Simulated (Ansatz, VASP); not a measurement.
# One calculation of BeZn3Te4, two programs

```
CELL_PARAMETERS angstrom
6.05004 0.00000 0.00000
0.00000 6.05004 0.00000
-3.02502 -3.02502 6.03793
ATOMIC_POSITIONS crystal
Be 0.50000 0.50000 0.00000
Zn 0.00000 0.00000 0.00000
Zn 0.75000 0.25000 0.50000
Zn 0.25000 0.75000 0.50000
Te 0.85449 0.85449 0.23826
Te 0.38377 0.38377 0.23826
Te 0.61623 0.14551 0.76174
Te 0.14551 0.61623 0.76174
```

Alike in both runs: task single point; functional PBE; k mesh 4 × 4 × 4; occupations gaussian, width 0.1 eV; no spin polarisation.

|  | VASP | Ansatz |
| --- | --- | --- |
| version | VASP 6.6.1 | Ansatz 0.2.0 |
| potentials or method | VASP PAW PBE potentials, release 64 (Be, Zn, Te), cutoff 520 eV | scalar-relativistic, plane waves, PAW |
| valence electrons in the cell | 62 | 102 |

Ansatz gave:

```
gap on the k mesh at the Fermi level (eV) : 1.61
least direct gap on the mesh (eV)         : 1.61
pressure (GPa)                            : 0.0
rms of the force components (eV/Å)        : 0.003
```

**Question.** What did VASP give for the same quantities?

**Answer.** gap on the k mesh at the Fermi level (eV): 1.61; least direct gap on the mesh (eV): 1.61; pressure (GPa): 0.1; rms of the force components (eV/Å): 0.003.

Atom by atom the forces differ by 0.000 eV/Å (rms over components). VASP's potentials hold 62 valence electrons a cell and Ansatz's 102, so a difference there can come from the potentials and not from the codes.

Neither program's run includes spin-orbit coupling.
